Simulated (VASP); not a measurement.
# NaCl (Pm-3m) in VASP: a series of runs, part 2 of 2

VASP 6.6.1. Earlier steps stand in the parts before.

### Step 4. Dielectric tensor, PBEsol

Contents of INCAR:

```
ALGO = Normal
EDIFF = 1E-8
ENCUT = 520
GGA = PS
ISIF = 2
ISMEAR = 0
LASPH = True
LCHARG = False
LEPSILON = True
LREAL = False
LWAVE = False
NELM = 100
PREC = Accurate
SIGMA = 0.01
```

Contents of KPOINTS:

```
k-points
0
Gamma
  8 8 8
```

Contents of POSCAR:

```
NaCl
1.0
    3.5021900000      0.0000000000      0.0000000000
    0.0000000000      3.5021900000      0.0000000000
    0.0000000000      0.0000000000      3.5021900000
Cl Na
1 1
Direct
    0.5000000000      0.5000000000      0.5000000000
    0.0000000000      0.0000000000      0.0000000000
```

Potentials or basis: VASP PAW PBE potentials, release 64 (Cl, Na_pv).

The run is started by

```bash
cat potpaw_PBE.64/Cl/POTCAR potpaw_PBE.64/Na_pv/POTCAR > POTCAR
mpirun -np 1 vasp_std > vasp.out
```

OUTCAR:

```text
EDIFF = 1E-8
   ENCUT = 520
   GGA = PS
   ISIF = 2
   ISMEAR = 0
   LASPH = True
   LEPSILON = True
   LREAL = False
   NELM = 100
   PREC = Accurate

 ion  position               nearest neighbor table
   1  0.500  0.500  0.500-
   2  0.000  0.000  0.000-

  LATTYP: Found a simple cubic cell.
 ALAT       =     3.5021900000

  Lattice vectors:

 A1 = (   3.5021900000,   0.0000000000,   0.0000000000)
 A2 = (   0.0000000000,   3.5021900000,   0.0000000000)
 A3 = (   0.0000000000,   0.0000000000,   3.5021900000)

Analysis of symmetry for initial positions (statically):
=====================================================================
 Subroutine PRICEL returns:
 Original cell was already a primitive cell.

 Routine SETGRP: Setting up the symmetry group for a
 simple cubic supercell.

 Subroutine GETGRP returns: Found 48 space group operations
 (whereof 48 operations were pure point group operations)
 out of a pool of 48 trial point group operations.

The static configuration has the point symmetry O_h .

Analysis of symmetry for dynamics (positions and initial velocities):
[... 553 lines left out ...]
  ---------------------------------------------------
  free energy    TOTEN  =        -0.23275561 eV

  energy without entropy =       -0.23275561

------------------------ aborting loop because EDIFF is reached ----------------------------------------

 PIEZOELECTRIC TENSOR FIELD DIRECTION 3  (e Angst)
 -----------------------------------------------------------------------------
    -0.00025  0.00000 -0.00000           ( -0.00000  0.00000  0.00000)
     0.00000 -0.00025  0.00000           (  0.00000 -0.00000 -0.00000)
    -0.00000  0.00000 -0.00006           (  0.00000 -0.00000  0.00000)

 PIEZOELECTRIC TENSOR FIELD DIRECTION 3  (C/m^2)
 -----------------------------------------------------------------------------
    -0.00009  0.00000 -0.00000
     0.00000 -0.00009  0.00000
    -0.00000  0.00000 -0.00002

 MACROSCOPIC STATIC DIELECTRIC TENSOR (including local field effects in DFT)
 ------------------------------------------------------
           2.751347     0.000000     0.000000
          -0.000000     2.751347     0.000000
          -0.000000    -0.000000     2.751347
 ------------------------------------------------------

 PIEZOELECTRIC TENSOR (including local field effects)  for field in x, y, z        (e  Angst)
          XX          YY          ZZ          XY          YZ          ZX
  --------------------------------------------------------------------------------
  x     0.00000     0.00000     0.00000     0.00000     0.00000     0.00000
  y     0.00000     0.00000     0.00000     0.00000     0.00000     0.00000
  z     0.00000     0.00000     0.00000     0.00000     0.00000     0.00000

 PIEZOELECTRIC TENSOR (including local field effects)  for field in x, y, z        (C/m^2)
          XX          YY          ZZ          XY          YZ          ZX
  --------------------------------------------------------------------------------
  x     0.00000     0.00000     0.00000     0.00000     0.00000     0.00000
  y     0.00000     0.00000     0.00000     0.00000     0.00000     0.00000
  z     0.00000     0.00000     0.00000     0.00000     0.00000     0.00000

 BORN EFFECTIVE CHARGES (including local field effects) (in |e|, cummulative output)
 ---------------------------------------------------------------------------------
 ion    1
    1    -1.18867     0.00000     0.00000
    2     0.00000    -1.18867     0.00000
    3     0.00000     0.00000    -1.18867
 ion    2
    1     1.18867    -0.00000     0.00000
    2    -0.00000     1.18867    -0.00000
    3     0.00000    -0.00000     1.18867
```

stdout:

```text
POSCAR found type information on POSCAR ClNa
 POSCAR found :  2 types and       2 ions
 scaLAPACK will be used
 -----------------------------------------------------------------------------
|                                                                             |
[... 28 lines left out ...]
 dielectric tensor                  component  3 :    -0.074    -0.083     3.565
 Linear response to external field, progress :
  Direction:   1
 dielectric tensor                  component  1 :     2.751    -0.112    -0.092
 Linear response to external field, progress :
  Direction:   2
 dielectric tensor                  component  2 :    -0.112     2.751    -0.091
 Linear response to external field, progress :
  Direction:   3
 dielectric tensor                  component  3 :    -0.091    -0.112     2.751
 Born effective charges drift removed
```

Run time: 2.1 min. Hardware: 1 thread of AMD EPYC 9R14 (Zen 4), shared host; peak memory 0.2 GiB.

Results:

| Item | Value |
| --- | --- |
| Band gap on the k mesh | 3.84 eV (least direct gap 4.34 eV) |
| Electronic dielectric tensor (diagonal) | 2.75 |
| Born charges (mean of the diagonal) | Cl -1.19; Na +1.19 e |

Levels at points of the mesh, in eV from the valence-band top:
| k point | band 5 | band 6 | band 7 | band 8 | band 9 | band 10 |
| --- | --- | --- | --- | --- | --- | --- |
| (0.00, 0.00, 0.00) | -0.50 | -0.50 | -0.50 | 3.84 | 8.41 | 8.41 |
| (0.50, 0.00, 0.00) | -3.00 | -0.26 | -0.26 | 6.74 | 8.49 | 10.38 |
| (0.50, 0.50, 0.00) | -2.31 | -2.31 | 0.00 | 5.43 | 9.73 | 10.87 |
| (0.50, 0.50, 0.50) | -1.88 | -1.88 | -1.88 | 6.97 | 6.97 | 6.97 |

Electronic dielectric tensor:
```
2.75 0.00 0.00
0.00 2.75 0.00
0.00 0.00 2.75
```

Born effective charge tensors (e):
atom 1, Cl
```
-1.19  0.00  0.00
 0.00 -1.19  0.00
 0.00  0.00 -1.19
```
atom 2, Na
```
1.19 0.00 0.00
0.00 1.19 0.00
0.00 0.00 1.19
```

Caveat: the PAW data sets were made with another functional, which shifts forces and pressure a little.

### Step 5. Elastic constants, PBEsol

Contents of INCAR:

```
SYSTEM = NaCl
PREC = Accurate ; ENCUT = 600
EDIFF = 1E-8 ; ISMEAR = 0
SIGMA = 0.01 ; LREAL = .FALSE.
LASPH = .TRUE. ; NELM = 80
ALGO = Normal ; ISIF = 3
LWAVE = .FALSE. ; LCHARG = .TRUE.
GGA = PS ; IBRION = 6
NFREE = 2 ; POTIM = 0.015
NSW = 1
```

Contents of KPOINTS:

```
regular mesh
0
G
  6 6 6
  0 0 0
```

POSCAR is that of step 4.

The run is started by

```bash
cat potpaw_PBE.64/Cl/POTCAR potpaw_PBE.64/Na_pv/POTCAR > POTCAR
mpirun -np 1 vasp_std > vasp.out
```

Wall time 2.6 min (1 thread of AMD EPYC 9R14 (Zen 4), shared host); peak memory 0.18 GiB.

Results (log left out):

| Quantity | Value |
| --- | --- |
| Elastic constants C11, C12, C44 | 73, 0, -2 GPa |
| Voigt bulk modulus | 24 GPa |
| Highest phonon frequency at Γ, LO-TO splitting left out | 73 cm⁻¹ |

Phonon frequencies in cm⁻¹ (negative: imaginary):
```csv
q point,frequencies
"(0.000, 0.000, 0.000)",-1 -1 -1 73 73 73
```

Elastic tensor in Voigt notation (GPa, in the Cartesian axes of the cell as first typed):
```
73  0  0  0  0  0
 0 73  0  0  0  0
 0  0 73  0  0  0
 0  0  0 -2  0  0
 0  0  0  0 -2  0
 0  0  0  0  0 -2
```

Clamped-ion elastic tensor (GPa):
```
73  0  0  0  0  0
 0 73  0  0  0  0
 0  0 73  0  0  0
 0  0  0 -2  0  0
 0  0  0  0 -2  0
 0  0  0  0  0 -2
```

Caveat: the cell is under stress, which shifts elastic constants; the elastic tensor has a negative eigenvalue, so either the cell is unstable as it stands or the mesh is too thin; the PAW data sets were made with another functional, which shifts forces and pressure a little.

### Step 6. Summary

| task | level | potentials or basis | k mesh | cutoff (eV) | ions in elastic constants | gap on the mesh (eV) |
| --- | --- | --- | --- | --- | --- | --- |
| vibrations by perturbation theory | PBEsol | VASP PAW PBE potentials, release 64 (Cl, Na_pv) | 6 × 6 × 6 | 520 | - | - |
| dielectric tensor | LDA | VASP PAW LDA potentials, release 64 (Cl, Na_pv) | 8 × 8 × 8 | 520 | - | 3.61 |
| dielectric tensor | PBEsol | VASP PAW PBE potentials, release 64 (Cl, Na_pv) | 8 × 8 × 8 | 520 | - | 3.84 |
| elastic constants | PBEsol | VASP PAW PBE potentials, release 64 (Cl, Na_pv) | 6 × 6 × 6 | 600 | relaxed | - |

Alike in all rows: no spin polarisation; cell as given; smearing gaussian 0.01 eV.

Caveats: the PAW data sets were made with another functional, which shifts forces and pressure a little (at least some runs); the cell stands under pressure or tension, which shifts response properties (at least some runs); the cell is under stress, which shifts elastic constants (at least some runs); the elastic tensor has a negative eigenvalue, so either the cell is unstable as it stands or the mesh is too thin (at least some runs).

Absolute energies hang on the potentials; compare differences alone.
